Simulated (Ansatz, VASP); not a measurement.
## Two plane-wave programs on W

Contents of INCAR:

```
PREC = Accurate ; ENCUT = 520
EDIFF = 1E-6 ; ISMEAR = -1
SIGMA = 0.1 ; LREAL = False
LASPH = True ; NELM = 80
ALGO = Normal ; ISIF = 2
LWAVE = False ; LCHARG = False
GGA = RE ; NBANDS = 28
```

The input KPOINTS:

```
Automatic mesh
0
Gamma
  9 9 13
```

The input POSCAR:

```
W
1.0
    4.8236341566      0.0000000000      0.0000000000
   -2.4118170783      4.1773897182      0.0000000000
    0.0000000000      0.0000000000      2.6859503672
W
3
Direct
    0.0000000000      1.0000000000      0.0000000000
    0.3333333333      0.6666666667      0.5000000000
    0.6666666667      0.3333333333      0.5000000000
```

Input for Ansatz:

```yaml
crystal:
  lattice:
    - [4.8236341566, 0.0, 0.0]
    - [-2.4118170783, 4.1773897182, 0.0]
    - [0.0, 0.0, 2.6859503672]
  atoms:
    - { symbol: W, position: [0.0, 1.0, 0.0] }
    - { symbol: W, position: [0.3333333333, 0.6666666667, 0.5] }
    - { symbol: W, position: [0.6666666667, 0.3333333333, 0.5] }
hamiltonian:
  xc: revpbe
  pseudopotentials:
    kind: paw
    azcp:
      W: "pseudopotentials/W.paw.azcp"
basis:
  ecutwfc: 420
  fft_grid_basis: typed
kpoints:
  mp_grid: { grid: [9, 9, 13], shift: [0, 0, 0] }
magnetization:
  spin_polarized: false
scf:
  occupations: { method: fermi_dirac, width: 0.1 }
  lower_state_search: "off"
output:
  stress: true
  write_density: true
  write_potential: true
  elf: true
  volumetric_format: npy
```

Alike in both runs: task single point; functional revPBE; k mesh 9 × 9 × 13; occupations fermi-dirac, width 0.1 eV; no spin polarisation.

```csv
,VASP,Ansatz
version,VASP 6.6.1,Ansatz 0.2.0
potentials or method,"VASP PAW PBE potentials, release 64 (W_sv), cutoff 520 eV","plane waves (420 eV) with PAW, scalar-relativistic"
valence electrons in the cell,42,42
```

Ansatz gave:

```
pressure (GPa)                                                : -17.5
traceless stress, the component that is largest in VASP (GPa) : -2.08
```

Task: What did VASP give for the same quantities?

Result: Pressure (GPa): -17.2; traceless stress, the component that is largest in VASP (GPa): -1.88.

VASP's potentials were made for PBE, not for revPBE. The functional is the same, so the differences come from potentials, cutoffs and numerics.

Spin-orbit coupling is off throughout.
